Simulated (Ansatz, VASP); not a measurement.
One calculation of SnO2, two programs

Contents of INCAR:

```
SYSTEM = SnO2
PREC = Accurate
ENCUT = 520
EDIFF = 1E-6
ISMEAR = 0
SIGMA = 0.05
LREAL = .False.
LASPH = .True.
NELM = 80
ALGO = Normal
ISIF = 2
LWAVE = .False.
LCHARG = .True.
GGA = PE
IVDW = 12
LELF = .True.
LVHAR = .True.
NBANDS = 35
```

The input KPOINTS:

```
regular mesh
0
Gamma
  12 12 4
  0 0 0
```

The input POSCAR:

```
SnO2
1.0
    3.2109229000      0.0000000000      0.0000000000
   -1.6054614500      2.7807408010      0.0000000000
    0.0000000000      0.0000000000     10.5414598806
Sn O
2 4
Direct
    0.0000000000      0.0000000000      0.5000000000
    0.0000000000      0.0000000000      0.0000000000
    0.6666666667      0.3333333333      0.4017901367
    0.6666666667      0.3333333333      0.0982098633
    0.3333333333      0.6666666667      0.5982098633
    0.3333333333      0.6666666667      0.9017901367
```

Input for Ansatz:

```yaml
crystal:
  lattice:
    - [3.2109229, 0.0, 0.0]
    - [-1.60546145, 2.780740801, 0.0]
    - [0.0, 0.0, 10.5414598806]
  atoms:
    - { symbol: Sn, position: [0.0, 0.0, 0.5] }
    - { symbol: Sn, position: [0.0, 0.0, 0.0] }
    - { symbol: O, position: [0.6666666667, 0.3333333333, 0.4017901367] }
    - { symbol: O, position: [0.6666666667, 0.3333333333, 0.0982098633] }
    - { symbol: O, position: [0.3333333333, 0.6666666667, 0.5982098633] }
    - { symbol: O, position: [0.3333333333, 0.6666666667, 0.9017901367] }
basis:
  ecutwfc: 520.0
kpoints:
  mp_grid: { grid: [12, 12, 4] }
hamiltonian:
  xc: pbe
  dispersion: d3bj
scf:
  occupations: { method: gaussian, width: 0.05 }
output:
  forces: true
  stress: true
  eigenvalues: true
```

Alike in both runs: task single point; functional PBE; dispersion D3(BJ); k mesh 12 × 12 × 4; occupations gaussian, width 0.05 eV; no spin polarisation.

```csv
,VASP,Ansatz
version,VASP 6.6.1,Ansatz 0.2.0
potentials or method,"VASP PAW PBE potentials, release 64 (Sn_d, O), cutoff 520 eV","scalar-relativistic, plane waves, PAW"
valence electrons in the cell,52,52
```

Ansatz gave:

* gap on the k mesh at the Fermi level (eV): 2.12
* least direct gap on the mesh (eV): 2.46
* pressure (GPa): -1.5
* traceless stress, the component that is largest in VASP (GPa): -0.59
* rms of the force components (eV/Å): 0.122

Question: Estimate VASP's values.

Answer: gap on the k mesh at the Fermi level (eV): 2.09; least direct gap on the mesh (eV): 2.43; pressure (GPa): -1.0; traceless stress, the component that is largest in VASP (GPa): -0.91; rms of the force components (eV/Å): 0.096.

Atom by atom the forces differ by 0.026 eV/Å (rms over components).
